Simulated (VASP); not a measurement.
# B2Te (P6/mmm) in VASP: single point with PBE

Aim: the single point of B2Te with PBE.

Everything below comes from runs of VASP 6.6.1. Logs are shortened: lines on timing, memory, paths and dates and some standing lists are left out, and cuts for length are marked.

### Step 1. The cell of the first run

It takes space group P6/mmm (No. 191, hexagonal). Conventional cell: a = 3.440 Å, b = 3.440 Å, c = 5.213 Å, α = 90.00°, β = 90.00°, γ = 120.00°. Within 2.6 Å of B (site symmetry -6m2) lie 3 B at 1.99 Å. Te (site symmetry 6/mmm) has 12 B at 3.28 Å and 6 Te at 3.44 Å within 4.3 Å.

### Step 2. Single point, PBE

File INCAR:

```
SYSTEM = B2Te
PREC = Accurate
ENCUT = 520
EDIFF = 1E-6
ISMEAR = 0
SIGMA = 0.1
LREAL = .FALSE.
LASPH = .TRUE.
NELM = 80
ALGO = Normal
ISIF = 2
LWAVE = .FALSE.
LCHARG = .TRUE.
GGA = PE
LELF = .TRUE.
LVHAR = .TRUE.
NBANDS = 13
```

File KPOINTS:

```
Automatic mesh
0
G
  6 6 4
  0 0 0
```

File POSCAR:

```
B2Te
1.0
    3.4404284900      0.0000000000      0.0000000000
   -1.7202142400      2.9794984700      0.0000000000
    0.0000000000      0.0000000000      5.2132041000
B Te
2 1
Direct
    0.3333333300      0.6666666700      0.0000000000
    0.6666666700      0.3333333300      0.0000000000
    0.0000000000      0.0000000000      0.5000000000
```

Potentials or basis: VASP PAW PBE potentials, release 64 (B, Te).

Launch:

```
cat potpaw_PBE.64/B/POTCAR potpaw_PBE.64/Te/POTCAR > POTCAR
mpirun -np 1 vasp_std > vasp.out
```

OUTCAR:

```text
SYSTEM = B2Te
   PREC = Accurate
   ENCUT = 520
   EDIFF = 1E-6
   ISMEAR = 0
   LREAL = .FALSE.
   LASPH = .TRUE.
   NELM = 80
   ISIF = 2
   GGA = PE

 ion  position               nearest neighbor table
   1  0.333  0.667  0.000-   2 1.99   2 1.99   2 1.99
   2  0.667  0.333  0.000-   1 1.99   1 1.99   1 1.99
   3  0.000  0.000  0.500-

  LATTYP: Found a hexagonal cell.
 ALAT       =     3.4404284900
 C/A-ratio  =     1.5152775636

  Lattice vectors:

 A1 = (   3.4404284900,   0.0000000000,   0.0000000000)
 A2 = (  -1.7202142400,   2.9794984700,   0.0000000000)
 A3 = (   0.0000000000,   0.0000000000,   5.2132041000)

Analysis of symmetry for initial positions (statically):
=====================================================================
 Subroutine PRICEL returns:
 Original cell was already a primitive cell.

 Routine SETGRP: Setting up the symmetry group for a
 hexagonal supercell.

 Subroutine GETGRP returns: Found 24 space group operations
 (whereof 24 operations were pure point group operations)
 out of a pool of 24 trial point group operations.

The static configuration has the point symmetry D_6h.

Analysis of symmetry for dynamics (positions and initial velocities):
=====================================================================
 Subroutine PRICEL returns:
 Original cell was already a primitive cell.

 Routine SETGRP: Setting up the symmetry group for a
 hexagonal supercell.

 Subroutine GETGRP returns: Found 24 space group operations
 (whereof 24 operations were pure point group operations)
 out of a pool of 24 trial point group operations.

The dynamic configuration has the point symmetry D_6h.

 Subroutine INISYM returns: Found 24 space group operations
 (whereof 24 operations are pure point group operations),
 and found     1 'primitive' translations

----------------------------------------------------------------------------------------

                                     Primitive cell

  volume of cell :      53.4393

  direct lattice vectors                    reciprocal lattice vectors
     3.440428490  0.000000000  0.000000000     0.290661469  0.167813477  0.000000000
    -1.720214240  2.979498470  0.000000000     0.000000000  0.335626955  0.000000000
     0.000000000  0.000000000  5.213204100     0.000000000  0.000000000  0.191820612

  length of vectors
[... 88 lines left out ...]
   POTIM  = 0.5000    time-step for ionic-motion
   TEBEG  =    0.0;   TEEND  =   0.0 temperature during run
   PSTRESS=    0.0 pullay stress
   NELECT =      12.0000    total number of electrons
   NUPDOWN=      -1.0000    fix difference up-down
   EMIN   =  10.00;   EMAX   =-10.00  energy-range for DOS
   EFERMI =   0.00;   METHOD = LEGACY
   ISMEAR =     0;   SIGMA  =   0.10  broadening in eV -4-tet -1-fermi 0-gaus
   EFERMI_NEDOS =   21; number of points for ismear=-14 and -15
   IALGO  =     38    algorithm
   IMIX   =      4    mixing-type and parameters
     AMIX     =   0.40;   BMIX     =  1.00
     AMIX_MAG =   1.60;   BMIX_MAG =  1.00
  volume/ion in A,a.u.               =      17.81       120.21
  Fermi-wavevector in a.u.,A,eV,Ry     =   0.995058  1.880387 13.471681  0.990141
  Thomas-Fermi vector in A             =   2.127052
   LORBIT       =      0    0 simple, 1 ext, 2 COOP (PROOUT), +10 PAW based schemes
   GGA     = PE    functional components
   LHFCALC =     F    Hartree Fock is set to
   AEXX    =    0.0000 exact exchange contribution
   IVDW    =     0    specifies the selected vdW correction
   LEPSILON=     F    determine dielectric tensor
   LRPA    =     F    only Hartree local field effects (RPA)
 non-spin polarized calculation
 Gauss-broadening in eV      SIGMA  =   0.10
  energy-cutoff  :      520.00
  volume of cell :       53.44
 maximum number of plane-waves:      1456
 NGX is ok and might be reduce to    28
   NGX = 13   NGY = 13   NGZ = 19

 number of electron      12.0000000 magnetization

 Free energy of the ion-electron system (eV)
  ---------------------------------------------------
  ext. energy  EPLUGINS =         0.00000000
  ---------------------------------------------------
  free energy    TOTEN  =       -12.92154049 eV

  energy without entropy =      -12.91459388  energy(sigma->0) =      -12.91806718

 E-fermi :   5.0131     XC(G=0):  -9.9304

 val. band max:        4.9100578471   @ k =   0.1667   0.0000   0.2500
 cond. band min:       5.0512517372   @ k =   0.3333  -0.0000   0.5000
 fundamental gap:      0.1411938901
 Fermi energy:         5.0130553986

 k-point     1 :       0.0000    0.0000    0.0000
  band No.  band energies     occupation
      1      -7.9855      2.00000
      2      -3.1601      2.00000
      3       0.0110      2.00000
      4       5.6257      0.00000
      5       5.6257      0.00000
      6       7.0557      0.00000
      7       7.0557      0.00000
      8       8.7184      0.00000
      9      10.3345      0.00000
     10      11.9301      0.00000
     11      11.9301      0.00000
     12      12.2898      0.00000
     13      12.6427      0.00000
[... 306 lines left out ...]
  band No.  band energies     occupation
      1      -5.0843      2.00000
      2      -0.5608      2.00000
      3      -0.5608      2.00000
      4       0.8727      2.00000
      5       1.0185      2.00000
      6       1.0185      2.00000
      7       6.3503      0.00000
      8       8.3671      0.00000
      9       8.3671      0.00000
     10      12.8492      0.00000
     11      12.8492      0.00000
     12      14.5500      0.00000
     13      14.6163      0.00000

------------------------ aborting loop because EDIFF is reached ----------------------------------------

  FORCE on cell =-STRESS in cart. coord.  units (eV):
  Direction    XX          YY          ZZ          XY          YZ          ZX
  --------------------------------------------------------------------------------------
  -------------------------------------------------------------------------------------
  Total       -8.0627969     -8.0627969     -2.6867006     -0.0000000     -0.0000000      0.0000000
  in kB     -241.7329623   -241.7329620    -80.5507207     -0.0000004     -0.0000000      0.0000000
  external PRESSURE =    -188.0055483 kB  Pullay stress =       0.0000000 kB

 VOLUME and BASIS-vectors are now :
 -----------------------------------------------------------------------------
  energy-cutoff  :      520.00
  volume of cell :       53.44
      direct lattice vectors                 reciprocal lattice vectors
     3.440428490  0.000000000  0.000000000     0.290661469  0.167813477  0.000000000
    -1.720214240  2.979498470  0.000000000     0.000000000  0.335626955  0.000000000
     0.000000000  0.000000000  5.213204100     0.000000000  0.000000000  0.191820612

 POSITION                                       TOTAL-FORCE (eV/Angst)
 -----------------------------------------------------------------------------------
     -0.00000      1.98633      0.00000        -0.000000      0.000000      0.000000
      1.72021      0.99317      0.00000         0.000000      0.000000      0.000000
      0.00000      0.00000      2.60660         0.000000      0.000000      0.000000
 -----------------------------------------------------------------------------------
    total drift:                                0.000000      0.000000     -0.000000

  FREE ENERGIE OF THE ION-ELECTRON SYSTEM (eV)
  ---------------------------------------------------
  free  energy   TOTEN  =       -12.9215404867 eV

  energy  without entropy=      -12.9145938816  energy(sigma->0) =      -12.91806718
```

OSZICAR:

```text
N       E                     dE             d eps       ncg     rms          rms(c)
DAV:   1     0.267044795138E+02    0.26704E+02   -0.51128E+03   546   0.789E+02
DAV:   2    -0.126146266464E+02   -0.39319E+02   -0.37320E+02   723   0.121E+02
DAV:   3    -0.144977295451E+02   -0.18831E+01   -0.18653E+01   736   0.259E+01
DAV:   4    -0.145152788371E+02   -0.17549E-01   -0.17546E-01   596   0.283E+00
DAV:   5    -0.145155431017E+02   -0.26426E-03   -0.26426E-03   711   0.367E-01    0.707E+00
DAV:   6    -0.129341438360E+02    0.15814E+01   -0.72718E+00   651   0.994E+00    0.444E+00
DAV:   7    -0.129319586921E+02    0.21851E-02   -0.39221E-01   616   0.302E+00    0.383E+00
DAV:   8    -0.129364361706E+02   -0.44775E-02   -0.17326E-01   671   0.171E+00    0.981E-01
DAV:   9    -0.129235304890E+02    0.12906E-01   -0.12529E-01   641   0.111E+00    0.263E-01
DAV:  10    -0.129216483323E+02    0.18822E-02   -0.16491E-02   641   0.459E-01    0.209E-01
DAV:  11    -0.129216038844E+02    0.44448E-04   -0.68256E-04   601   0.162E-01    0.431E-02
DAV:  12    -0.129215441053E+02    0.59779E-04   -0.16837E-04   656   0.485E-02    0.346E-02
DAV:  13    -0.129215411887E+02    0.29166E-05   -0.17929E-05   686   0.218E-02    0.609E-03
DAV:  14    -0.129215404867E+02    0.70196E-06   -0.32434E-06   476   0.679E-03
   1 F= -.12921540E+02 E0= -.12918067E+02  d E =-.694661E-02
```

Wall time 28 s (1 thread of AMD EPYC 7R13, shared host); peak memory 0.15 GiB.

What came out:

```
Free energy            : -12.9215 eV
Pressure               : -18.8 GPa
Band gap on the k mesh : zero (band 6 reaches 7.15 eV, above the bottom of band 7 at 4.02 eV)
```

Stress tensor (GPa, compression positive):
```
-24.17   0.00   0.00
  0.00 -24.17   0.00
  0.00   0.00  -8.06
```

Caveat: spin-orbit coupling is left out, which moves the levels of the heavy elements.
